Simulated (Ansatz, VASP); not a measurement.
SrCl2: VASP beside Ansatz

```
Sr Cl
1.0
     0.00000    3.34608    3.34608
     3.34608    0.00000    3.34608
     3.34608    3.34608    0.00000
Sr Cl
1 2
Direct
  0.00000 0.00000 0.00000
  0.25000 0.25000 0.25000
  0.75000 0.75000 0.75000
```

Change from the starting cell: strain -0.040 along x and y, -0.040 along z, atoms carried along.

Alike in both runs: task single point; functional PBE; k mesh 6 × 6 × 6; occupations gaussian, width 0.05 eV; no spin polarisation.

```csv
,VASP,Ansatz
version,VASP 6.6.1,Ansatz 0.2.0
potentials or method,"VASP PAW PBE potentials, release 64 (Sr_sv, Cl), cutoff 520 eV","scalar-relativistic, plane waves, PAW"
valence electrons in the cell,24,24
```

VASP gave:

* gap on the k mesh at the Fermi level (eV): 5.41
* least direct gap on the mesh (eV): 5.41
* pressure (GPa): 7.4

**Question.** Which values does Ansatz return?

**Answer.** gap on the k mesh at the Fermi level (eV): 5.42; least direct gap on the mesh (eV): 5.42; pressure (GPa): 7.2.

The functional is the same, so the differences come from potentials, cutoffs and numerics.
